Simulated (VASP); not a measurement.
Set up this calculation in VASP 6.6.1, as the native input.

```yaml
Task: single point
Functional: PBE
Potentials_or_basis: VASP PAW PBE potentials, release 64 (B, Pd)
Cutoff: 520 eV
k_mesh: 6 × 6 × 4
Occupations: gaussian, width 0.1 eV
Spin: no spin polarisation
Dipole_correction: no
Further_INCAR_settings: ALGO = Normal; EDIFF = 1e-07; NBANDS = 19
```

The structure of B4Pd lies in POSCAR:

```
B4Pd
1.0
    2.9217321825      0.0000000000      0.0000000000
   -1.4608660913      2.5302942931      0.0000000000
    0.0000000000      0.0000000000      6.2022259100
B Pd
4 1
Direct
    0.3333333333      0.6666666667      0.2435989236
    0.3333333333      0.6666666667      0.7564010764
    0.6666666667      0.3333333333      0.5000000000
    0.3333333333      0.6666666667      0.5000000000
    0.0000000000      0.0000000000      0.0000000000
```

The cell was built from a structure type or drawn by symmetry, and may not be a known phase.

These files were run (other wordings do the same):

INCAR

```
  ALGO = Normal
  EDIFF = 1E-7
  ENCUT = 520
  GGA = PE
  ISIF = 2
  ISMEAR = 0
  LASPH = T
  LCHARG = F
  LREAL = F
  LWAVE = F
  NBANDS = 19
  NELM = 80
  PREC = Accurate
  SIGMA = 0.1
```

KPOINTS

```
k-points
0
Gamma
  6 6 4
```

Potentials or basis: VASP PAW PBE potentials, release 64 (B, Pd).

The run is started by

```console
$ cat potpaw_PBE.64/B/POTCAR potpaw_PBE.64/Pd/POTCAR > POTCAR
$ mpirun -np 1 vasp_std > vasp.out
```

Results of the run:

* Pressure: -0.2 GPa
* Largest force: 0.006 eV/Å
* Band gap on the k mesh: zero (bands 11 and 12 overlap by 0.11 eV)

Caveat: the k points lie up to 0.41 Å⁻¹ apart.

It took 26 s on 1 thread of Intel Xeon 8259CL, on a shared host, peak memory 0.17 GiB.
